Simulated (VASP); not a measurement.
Write the native input for VASP 6.6.1 that does the following.

```
Task                   : single point
Functional             : PBEsol
Potentials or basis    : VASP PAW PBE potentials, release 64 (Cd, S)
Cutoff                 : 520 eV
k mesh                 : 8 × 8 × 8
Occupations            : fermi-dirac, width 0.05 eV
Spin                   : no spin polarisation
Dipole correction      : no
Further INCAR settings : ALGO = Normal; EDIFF = 1e-06; NBANDS = 16
```

The structure of CdS (Hawleyite) lies in POSCAR:

```
CdS
1.0
    0.0000000000      2.9548794012      2.9548794012
    2.9548794012      0.0000000000      2.9548794012
    2.9548794012      2.9548794012      0.0000000000
Cd S
1 1
Direct
    0.0000000000      0.0000000000      0.0000000000
    0.7500000000      0.7500000000      0.7500000000
```

These files were run (other wordings do the same):

INCAR

```
PREC = Accurate
ENCUT = 520
EDIFF = 1E-6
ISMEAR = -1
SIGMA = 0.05
LREAL = F
LASPH = T
NELM = 100
ALGO = Normal
ISIF = 2
LWAVE = F
LCHARG = F
GGA = PS
NBANDS = 16
```

KPOINTS

```
regular mesh
0
Gamma
  8 8 8
```

Potentials or basis: VASP PAW PBE potentials, release 64 (Cd, S).

Command:

```bash
$ cat potpaw_PBE.64/Cd/POTCAR potpaw_PBE.64/S/POTCAR > POTCAR
$ mpirun -np 1 vasp_std > vasp.out
```

It gave:

* Pressure: -2.1 GPa
* Band gap on the k mesh: 0.93 eV, direct

Caveat: the PAW data sets were made with another functional, which shifts forces and pressure a little.

Wall time 7.8 s on 1 thread of Intel(R) Xeon(R) 6975P-C (Granite Rapids) (shared host), peak memory 0.18 GiB.
